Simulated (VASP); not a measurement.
# Na2S (Fm-3m) in VASP: notebook

The runs below take Na2S through single point, with PBEsol.

All numbers are computed with VASP 6.6.1; they aren't measurements. Logs are shortened: lines on timing, memory, paths and dates and some standing lists are left out, and cuts for length are marked.

**1. The cell of the first run**

Symmetry: Fm-3m, No. 225, cubic system. Conventional cell: a = 6.629 Å, b = 6.629 Å, c = 6.629 Å, α = 90.00°, β = 90.00°, γ = 90.00°. Within 3.8 Å of Na (site symmetry -43m) lie 4 S at 2.87 Å and 6 Na at 3.31 Å. S (site symmetry m-3m) has 8 Na at 2.87 Å within 3.8 Å.

**2. Single point, PBEsol (24.27 Å³/atom)**

File INCAR:

```
SYSTEM = Na2S
PREC     = Accurate       ! precision mode
ENCUT    = 500            ! plane-wave cutoff, eV
EDIFF    = 1E-6           ! SCF threshold, eV
ISMEAR   = 0              ! smearing method
SIGMA    = 0.02           ! smearing width, eV
LREAL    = .FALSE.        ! projectors in reciprocal space
LASPH    = .TRUE.         ! aspherical terms in the spheres
NELM     = 120            ! most SCF steps
ALGO     = Normal         ! electronic algorithm
ISIF     = 2              ! what is computed and relaxed
LWAVE    = .FALSE.        ! write WAVECAR
LCHARG   = .TRUE.         ! write CHGCAR
GGA      = PS             ! functional
LELF     = .TRUE.         ! ELF
LVHAR    = .TRUE.       
NBANDS   = 17             ! bands
GGA_COMPAT= .FALSE.
```

File KPOINTS:

```
Automatic mesh
0
G
  8 8 8
  0 0 0
```

File POSCAR:

```
Na2S
1.0
    0.0000000000      3.3143707063      3.3143707063
    3.3143707063      0.0000000000      3.3143707063
    3.3143707063      3.3143707063      0.0000000000
Na S
2 1
Direct
    0.2500000000      0.2500000000      0.2500000000
    0.7500000000      0.7500000000      0.7500000000
    0.0000000000      0.0000000000      0.0000000000
```

Potentials or basis: VASP PAW PBE potentials, release 64 (Na_pv, S).

Started as:

```bash
$ cat potpaw_PBE.64/Na_pv/POTCAR potpaw_PBE.64/S/POTCAR > POTCAR
$ mpirun -np 1 vasp_std > vasp.out
```

OUTCAR:

```text
SYSTEM = Na2S
   PREC = Accurate
   ENCUT = 500
   EDIFF = 1E-6
   ISMEAR = 0
   LREAL = .FALSE.
   LASPH = .TRUE.
   NELM = 120
   ISIF = 2
   GGA = PS

 ion  position               nearest neighbor table
   1  0.250  0.250  0.250-
   2  0.750  0.750  0.750-
   3  0.000  0.000  0.000-

  LATTYP: Found a face centered cubic cell.
 ALAT       =     6.6287414126

  Lattice vectors:

 A1 = (   0.0000000000,   3.3143707063,   3.3143707063)
 A2 = (   3.3143707063,   0.0000000000,   3.3143707063)
 A3 = (   3.3143707063,   3.3143707063,   0.0000000000)

Analysis of symmetry for initial positions (statically):
=====================================================================
 Subroutine PRICEL returns:
 Original cell was already a primitive cell.

 Routine SETGRP: Setting up the symmetry group for a
 face centered cubic supercell.

 Subroutine GETGRP returns: Found 48 space group operations
 (whereof 48 operations were pure point group operations)
 out of a pool of 48 trial point group operations.

The static configuration has the point symmetry O_h .

Analysis of symmetry for dynamics (positions and initial velocities):
=====================================================================
 Subroutine PRICEL returns:
 Original cell was already a primitive cell.

 Routine SETGRP: Setting up the symmetry group for a
 face centered cubic supercell.

 Subroutine GETGRP returns: Found 48 space group operations
 (whereof 48 operations were pure point group operations)
 out of a pool of 48 trial point group operations.

The dynamic configuration has the point symmetry O_h .

 Subroutine INISYM returns: Found 48 space group operations
 (whereof 48 operations are pure point group operations),
 and found     1 'primitive' translations

----------------------------------------------------------------------------------------

                                     Primitive cell

  volume of cell :      72.8171

  direct lattice vectors                    reciprocal lattice vectors
     0.000000000  3.314370706  3.314370706    -0.150858200  0.150858200  0.150858200
     3.314370706  0.000000000  3.314370706     0.150858200 -0.150858200  0.150858200
     3.314370706  3.314370706  0.000000000     0.150858200  0.150858200 -0.150858200

  length of vectors
     4.687228004  4.687228004  4.687228004     0.261294068  0.261294068  0.261294068

  position of ions in fractional coordinates (direct lattice)
     0.250000000  0.250000000  0.250000000
     0.750000000  0.750000000  0.750000000
     0.000000000  0.000000000  0.000000000

  ion indices of the primitive-cell ions
   primitive index   ion index
                 1           1
                 2           2
                 3           3

----------------------------------------------------------------------------------------

 KPOINTS: Automatic mesh

Automatic generation of k-mesh.
 Grid dimensions read from file:
 generate k-points for:    8    8    8

 Generating k-lattice:

  Cartesian coordinates                     Fractional coordinates (reciprocal lattice)
    -0.018857275  0.018857275  0.018857275     0.125000000  0.000000000  0.000000000
     0.018857275 -0.018857275  0.018857275     0.000000000  0.125000000  0.000000000
     0.018857275  0.018857275 -0.018857275     0.000000000  0.000000000  0.125000000

  Length of vectors
     0.032661758  0.032661758  0.032661758

  Shift w.r.t. Gamma in fractional coordinates (k-lattice)
     0.000000000  0.000000000  0.000000000

 Subroutine IBZKPT returns following result:
 ===========================================

 Found     29 irreducible k-points:

 Following reciprocal coordinates:
            Coordinates               Weight
  0.000000  0.000000  0.000000      1.000000
  0.125000  0.000000  0.000000      8.000000
  0.250000  0.000000  0.000000      8.000000
  0.375000  0.000000  0.000000      8.000000
  0.500000  0.000000  0.000000      4.000000
  0.125000  0.125000  0.000000      6.000000
[... 16 lines left out ...]
  0.500000  0.250000  0.125000     48.000000
 -0.375000  0.250000  0.125000     24.000000
 [... further k-points ...]
   k-points           NKPTS =     29   k-points in BZ     NKDIM =     29   number of bands    NBANDS=     17
   number of dos      NEDOS =    301   number of ions     NIONS =      3
   total plane-waves  NPLWV =  46656
   dimension x,y,z NGX =    36 NGY =   36 NGZ =   36
   dimension x,y,z NGXF=    72 NGYF=   72 NGZF=   72
   ions per type =               2   1
   NGX,Y,Z   is equivalent  to a cutoff of  12.77, 12.77, 12.77 a.u.
   NGXF,Y,Z  is equivalent  to a cutoff of  25.54, 25.54, 25.54 a.u.
 SYSTEM =  Na2S
   PREC   = accura    normal or accurate (medium, high low for compatibility)
   ISTART =      0    job   : 0-new  1-cont  2-samecut
   ICHARG =      2    charge: 1-file 2-atom 10-const
   ISPIN  =      1    spin polarized calculation?
   LNONCOLLINEAR =      F non collinear calculations
   LSORBIT =      F    spin-orbit coupling
   LASPH  =      T    aspherical Exc in radial PAW
   ENCUT  =  500.0 eV  36.75 Ry    6.06 a.u.   8.55  8.55  8.55*2*pi/ulx,y,z
   NELM   =    120;   NELMIN=  2; NELMDL= -5     # of ELM steps
   EDIFF  = 0.1E-05   stopping-criterion for ELM
   LREAL  =      F    real-space projection
   EDIFFG = 0.1E-04   stopping-criterion for IOM
   NSW    =      0    number of steps for IOM
   IBRION =     -1    ionic relax: 0-MD 1-quasi-New 2-CG
   NFREE  =      0    steps in history (QN), initial steepest desc. (CG)
   ISIF   =      2    stress and relaxation
   ISYM   =      2    0-nonsym 1-usesym 2-fastsym
   POTIM  = 0.5000    time-step for ionic-motion
   TEBEG  =    0.0;   TEEND  =   0.0 temperature during run
   PSTRESS=    0.0 pullay stress
   NELECT =      20.0000    total number of electrons
   NUPDOWN=      -1.0000    fix difference up-down
   EMIN   =  10.00;   EMAX   =-10.00  energy-range for DOS
   EFERMI =   0.00;   METHOD = LEGACY
   ISMEAR =     0;   SIGMA  =   0.02  broadening in eV -4-tet -1-fermi 0-gaus
   EFERMI_NEDOS =   21; number of points for ismear=-14 and -15
   IALGO  =     38    algorithm
   IMIX   =      4    mixing-type and parameters
     AMIX     =   0.40;   BMIX     =  1.00
     AMIX_MAG =   1.60;   BMIX_MAG =  1.00
  volume/ion in A,a.u.               =      24.27       163.80
  Fermi-wavevector in a.u.,A,eV,Ry     =   1.064160  2.010972 15.407745  1.132437
  Thomas-Fermi vector in A             =   2.199670
   LORBIT       =      0    0 simple, 1 ext, 2 COOP (PROOUT), +10 PAW based schemes
   GGA     = PS    functional components
   LHFCALC =     F    Hartree Fock is set to
   AEXX    =    0.0000 exact exchange contribution
   IVDW    =     0    specifies the selected vdW correction
   LEPSILON=     F    determine dielectric tensor
   LRPA    =     F    only Hartree local field effects (RPA)
 non-spin polarized calculation
 Gauss-broadening in eV      SIGMA  =   0.02
  energy-cutoff  :      500.00
  volume of cell :       72.82
 maximum number of plane-waves:      1868
 NGX is ok and might be reduce to    36
   NGX = 17   NGY = 17   NGZ = 17

 number of electron      20.0000015 magnetization

 Free energy of the ion-electron system (eV)
  ---------------------------------------------------
  ext. energy  EPLUGINS =         0.00000000
  ---------------------------------------------------
  free energy    TOTEN  =       -10.35653918 eV

  energy without entropy =      -10.35653918  energy(sigma->0) =      -10.35653918

 E-fermi :   0.0690     XC(G=0):  -7.8024

 val. band max:       -0.0522644080   @ k =   0.0000   0.0000   0.0000
 cond. band min:       2.1905821793   @ k =   0.0000   0.0000   0.0000
 fundamental gap:      2.2428465873
 Fermi energy:         0.0690002077

 k-point     1 :       0.0000    0.0000    0.0000
  band No.  band energies     occupation
      1     -22.2035      2.00000
      2     -22.2035      2.00000
      3     -22.2035      2.00000
      4     -22.1552      2.00000
      5     -22.1552      2.00000
      6     -22.1552      2.00000
[... 9 lines left out ...]
     16       9.1506      0.00000
     17      10.8215      0.00000

 k-point     2 :       0.1250    0.0000    0.0000
  band No.  band energies     occupation
      1     -22.2023      2.00000
      2     -22.2018      2.00000
      3     -22.2018      2.00000
      4     -22.1579      2.00000
      5     -22.1571      2.00000
      6     -22.1571      2.00000
[... 9 lines left out ...]
     16       8.7506      0.00000
     17      10.3836      0.00000

 k-point     3 :       0.2500    0.0000    0.0000
  band No.  band energies     occupation
      1     -22.1987      2.00000
      2     -22.1969      2.00000
      3     -22.1969      2.00000
      4     -22.1652      2.00000
      5     -22.1626      2.00000
      6     -22.1626      2.00000
[... 9 lines left out ...]
     16       8.8853      0.00000
     17       9.9371      0.00000

 k-point     4 :       0.3750    0.0000    0.0000
  band No.  band energies     occupation
      1     -22.1929      2.00000
      2     -22.1893      2.00000
      3     -22.1893      2.00000
      4     -22.1747      2.00000
      5     -22.1707      2.00000
      6     -22.1707      2.00000
[... 9 lines left out ...]
     16       9.8725      0.00000
     17      10.1508      0.00000

 k-point     5 :       0.5000    0.0000    0.0000
  band No.  band energies     occupation
      1     -22.1868      2.00000
      2     -22.1824      2.00000
      3     -22.1808      2.00000
      4     -22.1808      2.00000
      5     -22.1794      2.00000
      6     -22.1794      2.00000
[... 9 lines left out ...]
     16      11.1767      0.00000
     17      11.1773      0.00000

 k-point     6 :       0.1250    0.1250    0.0000
  band No.  band energies     occupation
      1     -22.2050      2.00000
      2     -22.2050      2.00000
      3     -22.1947      2.00000
      4     -22.1657      2.00000
      5     -22.1542      2.00000
      6     -22.1542      2.00000
[... 9 lines left out ...]
     16       9.3522      0.00000
     17      11.1769      0.00000

 k-point     7 :       0.2500    0.1250    0.0000
  band No.  band energies     occupation
      1     -22.2048      2.00000
      2     -22.2044      2.00000
      3     -22.1856      2.00000
      4     -22.1766      2.00000
      5     -22.1558      2.00000
      6     -22.1554      2.00000
[... 9 lines left out ...]
     16       9.4948      0.00000
     17      10.7097      0.00000

 k-point     8 :       0.3750    0.1250    0.0000
  band No.  band energies     occupation
      1     -22.2018      2.00000
      2     -22.2001      2.00000
      3     -22.1880      2.00000
      4     -22.1756      2.00000
      5     -22.1616      2.00000
      6     -22.1602      2.00000
[... 9 lines left out ...]
     16      10.2914      0.00000
     17      10.6189      0.00000
[... 203 lines left out ...]
      1     -22.2226      2.00000
      2     -22.2111      2.00000
      3     -22.2106      2.00000
      4     -22.1514      2.00000
      5     -22.1511      2.00000
      6     -22.1457      2.00000
[... 9 lines left out ...]
     16      11.5283      0.00000
     17      11.6262      0.00000

 k-point    20 :      -0.3750    0.3750    0.0000
  band No.  band energies     occupation
      1     -22.2227      2.00000
      2     -22.2063      2.00000
      3     -22.2047      2.00000
      4     -22.1579      2.00000
      5     -22.1568      2.00000
      6     -22.1447      2.00000
[... 9 lines left out ...]
     16      10.3915      0.00000
     17      12.5717      0.00000

 k-point    21 :       0.5000    0.5000    0.0000
  band No.  band energies     occupation
      1     -22.2262      2.00000
      2     -22.2133      2.00000
      3     -22.2133      2.00000
      4     -22.1488      2.00000
      5     -22.1488      2.00000
      6     -22.1430      2.00000
[... 9 lines left out ...]
     16      11.1724      0.00000
     17      11.8061      0.00000

 k-point    22 :       0.3750    0.2500    0.1250
  band No.  band energies     occupation
      1     -22.2101      2.00000
      2     -22.1993      2.00000
      3     -22.1894      2.00000
      4     -22.1745      2.00000
      5     -22.1619      2.00000
      6     -22.1511      2.00000
[... 9 lines left out ...]
     16      10.2856      0.00000
     17      11.2898      0.00000

 k-point    23 :       0.5000    0.2500    0.1250
  band No.  band energies     occupation
      1     -22.2118      2.00000
      2     -22.2005      2.00000
      3     -22.1912      2.00000
      4     -22.1710      2.00000
      5     -22.1642      2.00000
      6     -22.1514      2.00000
[... 9 lines left out ...]
     16      10.7115      0.00000
     17      11.6492      0.00000

 k-point    24 :      -0.3750    0.2500    0.1250
  band No.  band energies     occupation
      1     -22.2102      2.00000
      2     -22.2066      2.00000
      3     -22.1814      2.00000
      4     -22.1812      2.00000
      5     -22.1565      2.00000
      6     -22.1556      2.00000
[... 9 lines left out ...]
     16      10.2983      0.00000
     17      11.6302      0.00000

 [... further k-points ...]

------------------------ aborting loop because EDIFF is reached ----------------------------------------

  FORCE on cell =-STRESS in cart. coord.  units (eV):
  Direction    XX          YY          ZZ          XY          YZ          ZX
  --------------------------------------------------------------------------------------
  -------------------------------------------------------------------------------------
  Total       -0.6754350     -0.6754350     -0.6754350     -0.0000000      0.0000000     -0.0000000
  in kB      -14.8614398    -14.8614398    -14.8614398     -0.0000000      0.0000000     -0.0000000
  external PRESSURE =     -14.8614398 kB  Pullay stress =       0.0000000 kB

 VOLUME and BASIS-vectors are now :
 -----------------------------------------------------------------------------
  energy-cutoff  :      500.00
  volume of cell :       72.82
      direct lattice vectors                 reciprocal lattice vectors
     0.000000000  3.314370706  3.314370706    -0.150858200  0.150858200  0.150858200
     3.314370706  0.000000000  3.314370706     0.150858200 -0.150858200  0.150858200
     3.314370706  3.314370706  0.000000000     0.150858200  0.150858200 -0.150858200

 POSITION                                       TOTAL-FORCE (eV/Angst)
 -----------------------------------------------------------------------------------
      1.65719      1.65719      1.65719         0.000000      0.000000      0.000000
      4.97156      4.97156      4.97156        -0.000000     -0.000000     -0.000000
      0.00000      0.00000      0.00000         0.000000      0.000000      0.000000
 -----------------------------------------------------------------------------------
    total drift:                                0.000000      0.000000      0.000000

  FREE ENERGIE OF THE ION-ELECTRON SYSTEM (eV)
  ---------------------------------------------------
  free  energy   TOTEN  =       -10.3565391821 eV

  energy  without entropy=      -10.3565391821  energy(sigma->0) =      -10.35653918
```

It took 82 s on 1 thread of AMD EPYC 7R13, shared host; peak memory 0.17 GiB.

What came out:

```
Free energy            : -10.3565 eV
Pressure               : -1.5 GPa
Band gap on the k mesh : 2.24 eV
```

Caveat: the PAW data sets were made with another functional, which shifts forces and pressure a little.

(Continued in part 2 of 2.)
